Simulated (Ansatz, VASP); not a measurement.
Two plane-wave programs on Ta3Si3Ag

Contents of INCAR:

```
SYSTEM = Ta3Si3Ag
ALGO     = Fast           ! electronic algorithm
EDIFF    = 1E-6           ! SCF threshold, eV
ENCUT    = 520            ! plane-wave cutoff, eV
GGA      = PE             ! functional
ISIF     = 2              ! what is computed and relaxed
ISMEAR   = 0              ! smearing method
LASPH    = .True.         ! aspherical terms in the spheres
LCHARG   = .False.        ! write CHGCAR
LREAL    = .False.        ! projectors in reciprocal space
LWAVE    = .False.        ! write WAVECAR
NBANDS   = 37             ! bands
NELM     = 60             ! most SCF steps
PREC     = Accurate       ! precision mode
SIGMA    = 0.1            ! smearing width, eV
```

Contents of KPOINTS:

```
k-points
0
Gamma
  4 4 4
  0 0 0
```

Contents of POSCAR:

```
Ta3Si3Ag
1.0
    5.0917793499      0.0000000000      0.0000000000
   -1.3139528880      4.9365621882      0.0000000000
   -1.3049702241     -1.7054632698      4.7176838945
Ta Si Ag
3 3 1
Direct
    0.5249952378      0.9206823596      0.5431014141
    0.5199607315      0.5234706376      0.9053498822
    0.9258178266      0.5294625076      0.5441618700
    0.6002525266      0.0682237873      0.0771639157
    0.0636578942      0.5895615463      0.0746609641
    0.0484960854      0.0551180078      0.5520621782
    0.3168196979      0.3134811539      0.3034997758
```

Input for Ansatz:

```yaml
crystal:
  lattice:
    - [5.0917793499, 0.0, 0.0]
    - [-1.313952888, 4.9365621882, 0.0]
    - [-1.3049702241, -1.7054632698, 4.7176838945]
  atoms:
    - { symbol: Ta, position: [0.5249952378, 0.9206823596, 0.5431014141] }
    - { symbol: Ta, position: [0.5199607315, 0.5234706376, 0.9053498822] }
    - { symbol: Ta, position: [0.9258178266, 0.5294625076, 0.54416187] }
    - { symbol: Si, position: [0.6002525266, 0.0682237873, 0.0771639157] }
    - { symbol: Si, position: [0.0636578942, 0.5895615463, 0.0746609641] }
    - { symbol: Si, position: [0.0484960854, 0.0551180078, 0.5520621782] }
    - { symbol: Ag, position: [0.3168196979, 0.3134811539, 0.3034997758] }
basis:
  ecutwfc: 420
kpoints:
  mp_grid: { grid: [4, 4, 4] }
hamiltonian:
  xc: pbe
scf:
  occupations: { method: gaussian, width: 0.1 }
  lower_state_search: "off"
output:
  forces: true
  stress: true
  eigenvalues: true
```

Change from the starting cell: the structure that the rattled cell fell into.

Alike in both runs: task single point; functional PBE; k mesh 4 × 4 × 4; occupations gaussian, width 0.1 eV; no spin polarisation.

|  | VASP | Ansatz |
| --- | --- | --- |
| version | VASP 6.6.1 | Ansatz 0.2.0 |
| potentials or method | VASP PAW PBE potentials, release 64 (Ta_pv, Si, Ag), cutoff 520 eV | scalar-relativistic, plane waves, PAW |
| valence electrons in the cell | 56 | 70 |

Ansatz gave:

- gap on the k mesh at the Fermi level (eV): none
- pressure (GPa): 1.2
- traceless stress, the component that is largest in VASP (GPa): 1.52
- rms of the force components (eV/Å): 0.209

Task: Estimate VASP's values.

Result: gap on the k mesh at the Fermi level (eV): none; pressure (GPa): 1.2; traceless stress, the component that is largest in VASP (GPa): 1.50; rms of the force components (eV/Å): 0.211.

Atom by atom the forces differ by 0.003 eV/Å (rms over components). A gap of «none» marks a metal or a gap that the smearing closes. VASP's potentials hold 56 valence electrons a cell and Ansatz's 70, so a difference there can come from the potentials and not from the codes.

Spin-orbit coupling is off throughout.
